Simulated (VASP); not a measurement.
Input of a VASP 6.6.1 run:

INCAR

```
PREC = Accurate
ENCUT = 520
EDIFF = 1E-6
ISMEAR = -1
SIGMA = 0.05
LREAL = False
LASPH = True
NELM = 150
ALGO = Normal
ISIF = 2
LWAVE = False
LCHARG = False
ISPIN = 2
MAGMOM = 2
LORBIT = 11
LMAXMIX = 4
GGA = PE
NBANDS = 14
```

File KPOINTS:

```
regular mesh
0
Gamma
  13 13 13
```

POSCAR

```
Co
1.0
    0.0000000000      1.7207970253      1.7207970253
    1.7207970253      0.0000000000      1.7207970253
    1.7207970253      1.7207970253      0.0000000000
Co
1
Direct
    0.0000000000      0.0000000000      0.0000000000
```

Potentials or basis: VASP PAW PBE potentials, release 64 (Co).

Run with:

```bash
$ cat potpaw_PBE.64/Co/POTCAR > POTCAR
$ mpirun -np 1 vasp_std > vasp.out
```

**Question.** Predict the pressure.

**Answer.** 16.2 GPa.

**Question.** What does it give for the site moments?

**Answer.** Co +1.62 μB.

**Question.** What does it give for the net moment?

**Answer.** 1.61 μB per cell.

Caveat: the cell stands under pressure.
